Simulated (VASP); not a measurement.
Set up this calculation in VASP 6.6.1, as the native input.

```yaml
Task: relaxation of the atoms
Functional: PBEsol
Potentials_or_basis: VASP PAW PBE potentials, release 64 (Cd, Te)
Cutoff: 450 eV
k_mesh: 6 × 6 × 6
Occupations: gaussian, width 0.02 eV
Spin: no spin polarisation
Dipole_correction: no
Further_INCAR_settings: ALGO = Normal; EDIFF = 1e-07; IBRION = 2; EDIFFG = -0.002; NSW = 60
```

The structure of CdTe (e600) lies in POSCAR:

```
CdTe
1.0
    0.0000000000      3.1511616752      3.3680796242
    3.1511616752      0.0000000000      3.3680796242
    3.1511616752      3.1511616752      0.0000000000
Cd Te
1 1
Direct
    0.0000000000      0.0000000000      0.0000000000
    0.2500000000      0.2500000000      0.2500000000
```

This cell differs from its parent crystal: strained cell.

The input as run:

INCAR

```
SYSTEM = CdTe
PREC     = Accurate       ! precision mode
ENCUT    = 450            ! plane-wave cutoff, eV
EDIFF    = 1E-7           ! SCF threshold, eV
ISMEAR   = 0              ! smearing method
SIGMA    = 0.02           ! smearing width, eV
LREAL    = .FALSE.        ! projectors in reciprocal space
LASPH    = .TRUE.         ! aspherical terms in the spheres
NELM     = 120            ! most SCF steps
ALGO     = Normal         ! electronic algorithm
ISIF     = 2              ! what is computed and relaxed
LWAVE    = .FALSE.        ! write WAVECAR
LCHARG   = .FALSE.        ! write CHGCAR
GGA      = PS             ! functional
IBRION   = 2              ! ionic algorithm
NSW      = 60             ! ionic steps
EDIFFG   = -0.002         ! ionic threshold
GGA_COMPAT= .FALSE.      
NELMIN   = 4
```

KPOINTS

```
regular mesh
0
G
  6 6 6
  0 0 0
```

Potentials or basis: VASP PAW PBE potentials, release 64 (Cd, Te).

The run is started by

```bash
$ cat potpaw_PBE.64/Cd/POTCAR potpaw_PBE.64/Te/POTCAR > POTCAR
$ mpirun -np 1 vasp_std > vasp.out
```

It gave:

```
Pressure after relaxing : 0.9 GPa
Band gap on the k mesh  : 0.61 eV, direct
```

Caveat: the cell differs from its parent crystal (strained cell); the relaxation stopped at its first step, so nothing moved; the PAW data sets were made with another functional, which shifts forces and pressure a little; spin-orbit coupling is left out, which moves the levels of the heavy elements.

Run time: 12 s on 1 thread of AMD EPYC 9R45 96-Core Processor (Zen 5) (shared host), peak memory 0.15 GiB.
